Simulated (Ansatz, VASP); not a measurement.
Ir: VASP beside Ansatz

```xyz
1
Lattice="0.0000 1.8237 1.9197 1.8237 0.0000 1.9197 1.8237 1.8237 0.0000" Properties=species:S:1:pos:R:3 pbc="T T T"
Ir    0.0000    0.0000    0.0000
```

Change from the starting cell: strain -0.050 along x and y, +0.000 along z, atoms carried along.

Alike in both runs: task single point; functional PBEsol; k mesh 22 × 22 × 22; occupations gaussian, width 0.15 eV; no spin polarisation.

```csv
,VASP,Ansatz
version,VASP 6.6.1,Ansatz 0.2.0
potentials or method,"VASP PAW PBE potentials, release 64 (Ir), cutoff 520 eV","scalar-relativistic, plane waves, PAW"
valence electrons in the cell,9,17
```

Ansatz gave:

* gap on the k mesh at the Fermi level (eV): none
* pressure (GPa): 47.8
* traceless stress, the component that is largest in VASP (GPa): -17.61

Question: Estimate VASP's values.

Answer: gap on the k mesh at the Fermi level (eV): none; pressure (GPa): 49.9; traceless stress, the component that is largest in VASP (GPa): -17.61.

VASP's potentials were made for PBE, not for PBEsol. A gap of «none» marks a metal or a gap that the smearing closes. Both programs put the cell under a high pressure, so it lies far from rest at this level. VASP's potentials hold 9 valence electrons a cell and Ansatz's 17, so a difference there can come from the potentials and not from the codes.

Neither program's run includes spin-orbit coupling.
